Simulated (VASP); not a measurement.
Write the native input for VASP 6.6.1 that does the following.

```
Task                   : single point
Functional             : LDA
Potentials or basis    : VASP PAW LDA potentials, release 64 (Sb)
Cutoff                 : 520 eV
k mesh                 : 8 × 6 × 1
Occupations            : gaussian, width 0.1 eV
Spin                   : no spin polarisation
Dipole correction      : yes
Further INCAR settings : ALGO = Normal; EDIFF = 1e-06; NBANDS = 42
```

The structure of Sb lies in POSCAR:

```
Sb
1.0
    4.4169634005      0.0000000000      0.0000000000
    0.2429506900      6.1552418328      0.0000000000
    0.0000000000      0.0000000000     25.7344251639
Sb
12
Direct
    0.9717538069      0.2358769035      0.2914384119
    0.0282461931      0.7641230965      0.2914384119
    0.4717538069      0.7358769035      0.3748630471
    0.5282461931      0.2641230965      0.3748630471
    0.9717538069      0.2358769035      0.4582876824
    0.0282461931      0.7641230965      0.4582876824
    0.4717538069      0.7358769035      0.5417123176
    0.5282461931      0.2641230965      0.5417123176
    0.9717538069      0.2358769035      0.6251369529
    0.0282461931      0.7641230965      0.6251369529
    0.4717538069      0.7358769035      0.7085615881
    0.5282461931      0.2641230965      0.7085615881
```

The input as run:

INCAR

```
  PREC = Accurate
  ENCUT = 520
  EDIFF = 1E-6
  ISMEAR = 0
  SIGMA = 0.1
  LREAL = F
  LASPH = T
  NELM = 60
  ALGO = Normal
  ISIF = 2
  LWAVE = F
  LCHARG = F
  LDIPOL = T
  IDIPOL = 3
  DIPOL = 0.5 0.5 0.500
  NBANDS = 42
```

KPOINTS

```
regular mesh
0
Gamma
  8 6 1
```

Potentials or basis: VASP PAW LDA potentials, release 64 (Sb).

Run with:

```sh
$ cat potpaw_LDA.64/Sb/POTCAR > POTCAR
$ mpirun -np 1 vasp_std > vasp.out
```

It gave:

```
Largest force          : 0.851 eV/Å
Band gap on the k mesh : zero (bands 30 and 31 overlap by 0.15 eV)
```

Caveat: spin-orbit coupling is left out, which moves the levels of the heavy elements.

It took 11 min on 1 thread of Intel(R) Xeon(R) 6975P-C (Granite Rapids), on a shared host, peak memory 0.82 GiB.
